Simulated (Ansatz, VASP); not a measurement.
Pb in VASP and in Ansatz

```
CELL_PARAMETERS angstrom
3.30600 0.00000 0.00000
-1.65300 2.86308 0.00000
0.00000 0.00000 5.86950
ATOMIC_POSITIONS crystal
Pb 0.33333 0.66667 0.25000
Pb 0.66667 0.33333 0.75000
```

Change from the starting cell: strain -0.050 along x and y, +0.050 along z, atoms carried along.

Alike in both runs: task single point; functional PBEsol; k mesh 15 × 15 × 10; occupations gaussian, width 0.15 eV; no spin polarisation.

```csv
,VASP,Ansatz
version,VASP 6.6.1,Ansatz 0.2.0
potentials or method,"VASP PAW PBE potentials, release 64 (Pb_d), cutoff 520 eV","scalar-relativistic, plane waves, PAW"
valence electrons in the cell,28,28
```

```csv
,VASP,Ansatz,Ansatz less VASP
gap on the k mesh at the Fermi level (eV),none,none,-
pressure (GPa),4.3,4.5,+0.11
"traceless stress, the component that is largest in VASP (GPa)",-3.43,-3.44,-0.007
```

VASP's potentials were made for PBE, not for PBEsol. A gap of «none» marks a metal or a gap that the smearing closes.

Neither program's run includes spin-orbit coupling.
